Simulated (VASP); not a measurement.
Here is a VASP 6.6.1 calculation.

The input INCAR:

```
SYSTEM = GaAs
PREC = Accurate
ENCUT = 520
EDIFF = 1E-6
ISMEAR = 0
SIGMA = 0.02
LREAL = Auto
LASPH = .TRUE.
NELM = 60
ALGO = Normal
ISIF = 2
LWAVE = .FALSE.
LCHARG = .FALSE.
GGA = CA
NBANDS = 166
```

KPOINTS

```
regular mesh
0
G
  3 3 3
  0 0 0
```

Contents of POSCAR:

```
GaAs
1.0
    5.6033815906     -5.6033815906      5.6033815906
   -5.6033815906     -5.6033815906     -5.6033815906
    5.6033815906      5.6033815906     -5.6033815906
Ga As
16 16
Direct
    0.5000000000      0.7500000000      0.7500000000
    0.7500000000      0.7500000000      0.5000000000
    0.7500000000      0.5000000000      0.7500000000
    0.0000000000      0.7500000000      0.2500000000
    0.0000000000      0.5000000000      0.5000000000
    0.0000000000      0.2500000000      0.7500000000
    0.2500000000      0.7500000000      0.0000000000
    0.2500000000      0.5000000000      0.2500000000
    0.2500000000      0.2500000000      0.5000000000
    0.2500000000      0.0000000000      0.7500000000
    0.5000000000      0.5000000000      0.0000000000
    0.5000000000      0.2500000000      0.2500000000
    0.5000000000      0.0000000000      0.5000000000
    0.7500000000      0.2500000000      0.0000000000
    0.7500000000      0.0000000000      0.2500000000
    0.0000000000      0.0000000000      0.0000000000
    0.5000000000      0.0000000000      0.7500000000
    0.7500000000      0.0000000000      0.5000000000
    0.7500000000      0.7500000000      0.7500000000
    0.0000000000      0.0000000000      0.2500000000
    0.0000000000      0.7500000000      0.5000000000
    0.0000000000      0.5000000000      0.7500000000
    0.2500000000      0.0000000000      0.0000000000
    0.2500000000      0.7500000000      0.2500000000
    0.2500000000      0.5000000000      0.5000000000
    0.2500000000      0.2500000000      0.7500000000
    0.5000000000      0.7500000000      0.0000000000
    0.5000000000      0.5000000000      0.2500000000
    0.5000000000      0.2500000000      0.5000000000
    0.7500000000      0.5000000000      0.0000000000
    0.7500000000      0.2500000000      0.2500000000
    0.0000000000      0.2500000000      0.0000000000
```

Potentials or basis: VASP PAW LDA potentials, release 64 (Ga_d, As).

The run is started by

```bash
$ cat potpaw_LDA.64/Ga_d/POTCAR potpaw_LDA.64/As/POTCAR > POTCAR
$ mpirun -np 1 vasp_std > vasp.out
```

Estimate the pressure.

0.2 GPa.

Estimate the band gap on the k mesh.

0.53 eV.

Caveat: semilocal functionals underestimate gaps, and a narrow one can read as zero.
